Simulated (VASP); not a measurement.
Write the native input for VASP 6.6.1 that does the following.

```yaml
Task: relaxation of cell and atoms
Functional: PBE
Potentials_or_basis: VASP PAW PBE potentials, release 64 (Al, N)
Cutoff: 600 eV
k_mesh: 6 × 6 × 6
Occupations: gaussian, width 0.1 eV
Spin: no spin polarisation
Dipole_correction: no
Further_INCAR_settings: ALGO = Normal; EDIFF = 1e-06; IBRION = 2; EDIFFG = -0.04; NSW = 90; ISIF = 3
```

The structure of AlN lies in POSCAR:

```
AlN
1.0
    0.0000000000      2.1839935800      2.1839935800
    2.1839935800      0.0000000000      2.1839935800
    2.1839935800      2.1839935800      0.0000000000
Al N
1 1
Direct
    0.0000000000      0.0000000000      0.0000000000
    0.2500000000      0.2500000000      0.2500000000
```

These files were run (other wordings do the same):

INCAR

```
PREC = Accurate ; ENCUT = 600
EDIFF = 1E-6 ; ISMEAR = 0
SIGMA = 0.1 ; LREAL = False
LASPH = True ; NELM = 60
ALGO = Normal ; ISIF = 3
LWAVE = False ; LCHARG = False
GGA = PE ; IBRION = 2
NSW = 90 ; EDIFFG = -0.04
```

KPOINTS

```
Automatic mesh
0
Gamma
  6 6 6
```

Potentials or basis: VASP PAW PBE potentials, release 64 (Al, N).

Command:

```bash
$ cat potpaw_PBE.64/Al/POTCAR potpaw_PBE.64/N/POTCAR > POTCAR
$ mpirun -np 1 vasp_std > vasp.out
```

It gave:

* Relaxed volume: 10.65 Å³/atom
* Relaxed cell: a = 3.112 Å, b = 3.112 Å, c = 3.112 Å, α = 60.00°, β = 60.00°, γ = 60.00°
* Space group after relaxing (to 0.05 Å): F-43m (No. 216)
* Energy gained by relaxing: 3.2 meV/atom
* Ionic steps: 3
* Pressure after relaxing: 0.0 GPa
* Band gap on the k mesh: 3.30 eV, indirect (least direct gap 4.00 eV)

Run time: 5.1 s on 1 thread of Intel(R) Xeon(R) 6975P-C (Granite Rapids), with other jobs on the host, peak memory 0.14 GiB.
